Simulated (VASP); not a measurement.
Wanted: the native input for a VASP 6.6.1 run.

```yaml
Task: relaxation of cell and atoms
Functional: PBE
Potentials_or_basis: VASP PAW PBE potentials, release 64 (La, Zr_sv, O)
Cutoff: 600 eV
k_mesh: 4 × 4 × 4
Occupations: gaussian, width 0.1 eV
Spin: no spin polarisation
Dipole_correction: no
Further_INCAR_settings: ALGO = Normal; EDIFF = 1e-07; IBRION = 2; EDIFFG = -0.04; NSW = 90; ISIF = 3
```

The structure of La4ZrO lies in POSCAR:

```
La4ZrO
1.0
    0.0000000000      4.1000610100      4.1000610100
    4.1000610100      0.0000000000      4.1000610100
    4.1000610100      4.1000610100      0.0000000000
La Zr O
4 1 1
Direct
    0.8776099700      0.3741300100      0.3741300100
    0.3741300100      0.3741300100      0.3741300100
    0.3741300100      0.8776099700      0.3741300100
    0.3741300100      0.3741300100      0.8776099700
    0.7500000000      0.7500000000      0.7500000000
    0.0000000000      0.0000000000      0.0000000000
```

The cell was built from a structure type or drawn by symmetry, and may not be a known phase.

One way to write it, as run:

INCAR

```
ALGO     = Normal         # electronic algorithm
EDIFF    = 1E-7           # SCF threshold, eV
EDIFFG   = -0.04          # ionic threshold
ENCUT    = 600            # plane-wave cutoff, eV
GGA      = PE             # functional
IBRION   = 2              # ionic algorithm
ISIF     = 3              # what is computed and relaxed
ISMEAR   = 0              # smearing method
LASPH    = T              # aspherical terms in the spheres
LCHARG   = F              # write CHGCAR
LREAL    = F              # projectors in reciprocal space
LWAVE    = F              # write WAVECAR
NELM     = 60             # most SCF steps
NSW      = 90             # ionic steps
PREC     = Accurate       # precision mode
SIGMA    = 0.1            # smearing width, eV
```

KPOINTS

```
k-points
0
Gamma
  4 4 4
```

Potentials or basis: VASP PAW PBE potentials, release 64 (La, Zr_sv, O).

Command:

```sh
$ cat potpaw_PBE.64/La/POTCAR potpaw_PBE.64/Zr_sv/POTCAR potpaw_PBE.64/O/POTCAR > POTCAR
$ mpirun -np 1 vasp_std > vasp.out
```

Results of the run:

* Relaxed volume: 30.07 Å³/atom
* Relaxed cell: a = 6.342 Å, b = 6.342 Å, c = 6.342 Å, α = 60.00°, β = 60.00°, γ = 60.00°
* Space group after relaxing (to 0.1 Å): F-43m (No. 216)
* Energy gained by relaxing: 261.2 meV/atom
* Ionic steps: 3
* Pressure after relaxing: 0.1 GPa
* Largest force after relaxing: 0.026 eV/Å
* Band gap on the k mesh: zero (bands 31 and 32 overlap by 0.07 eV)

Caveat: the volume moved by over 15 % at a fixed basis, so the end points are rough; spin-orbit coupling is left out, which moves the levels of the heavy elements.

Run time: 12 min on 1 thread of Intel Xeon 8259CL, with other jobs on the host, peak memory 0.39 GiB.
